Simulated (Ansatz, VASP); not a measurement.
**One calculation of Au, two programs**

```
Au
1.0
    -1.43260   -2.48133    0.00000
     1.43260   -2.48133    0.00000
     0.00000    0.00000    9.58116
Au
4
Cartesian
  0.0000 -3.3084 3.5929
  0.0000 -3.3084 8.3835
  0.0000 -1.6542 1.1976
  0.0000 -1.6542 5.9882
```

Alike in both runs: task single point; functional PBEsol; k mesh 24 × 24 × 6; occupations gaussian, width 0.15 eV; no spin polarisation.

```csv
,VASP,Ansatz
version,VASP 6.6.1,Ansatz 0.2.0
potentials or method,"VASP PAW PBE potentials, release 64 (Au), cutoff 520 eV","scalar-relativistic, plane waves, PAW"
valence electrons in the cell,44,76
```

|  | VASP | Ansatz | Ansatz less VASP |
| --- | --- | --- | --- |
| gap on the k mesh at the Fermi level (eV) | none | none | - |
| pressure (GPa) | -0.3 | 0.0 | +0.29 |

VASP's potentials were made for PBE, not for PBEsol. A gap of «none» marks a metal or a gap that the smearing closes. VASP's potentials hold 44 valence electrons a cell and Ansatz's 76, so a difference there can come from the potentials and not from the codes.

Neither program's run includes spin-orbit coupling.
